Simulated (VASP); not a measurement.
A run of VASP 6.6.1 is set up as follows.

Contents of INCAR:

```
PREC = Accurate
ENCUT = 600
EDIFF = 1E-6
ISMEAR = 0
SIGMA = 0.1
LREAL = False
LASPH = True
NELM = 80
ALGO = Normal
ISIF = 3
LWAVE = False
LCHARG = False
GGA = PE
IBRION = 2
NSW = 90
EDIFFG = -0.04
```

KPOINTS

```
Automatic mesh
0
Gamma
  6 6 6
```

The input POSCAR:

```
W3C2
1.0
    2.2509756100      1.2996013700      4.7751417600
   -2.2509756100      1.2996013700      4.7751417600
    0.0000000000     -2.5992027500      4.7751417600
W C
3 2
Direct
    0.4050000000      0.4050000000      0.4050000000
    0.5950000000      0.5950000000      0.5950000000
    0.0000000000      0.0000000000      0.0000000000
    0.8012999900      0.8012999900      0.8012999900
    0.1987000100      0.1987000100      0.1987000100
```

Potentials or basis: VASP PAW PBE potentials, release 64 (W_sv, C).

Run with:

```sh
$ cat potpaw_PBE.64/W_sv/POTCAR potpaw_PBE.64/C/POTCAR > POTCAR
$ mpirun -np 1 vasp_std > vasp.out
```

Problem. Estimate the band gap on the k mesh.

Solution. Zero (bands 25 and 26 overlap by 0.75 eV).

Problem. Predict the relaxed cell.

Solution. a = 4.504 Å, b = 4.504 Å, c = 4.504 Å, α = 62.12°, β = 62.12°, γ = 62.12°.

Final structure:
```xyz
5
Lattice="2.3238 1.3417 3.6179 -2.3238 1.3417 3.6179 0.0000 -2.6833 3.6179" Properties=species:S:1:pos:R:3 pbc="T T T"
W     0.0000    0.0000    4.1153
W     0.0000    0.0000    6.7383
W     0.0000    0.0000    0.0000
C     0.0000    0.0000    8.7147
C     0.0000    0.0000    2.1389
```

Caveat: spin-orbit coupling is left out, which moves the levels of the heavy elements.
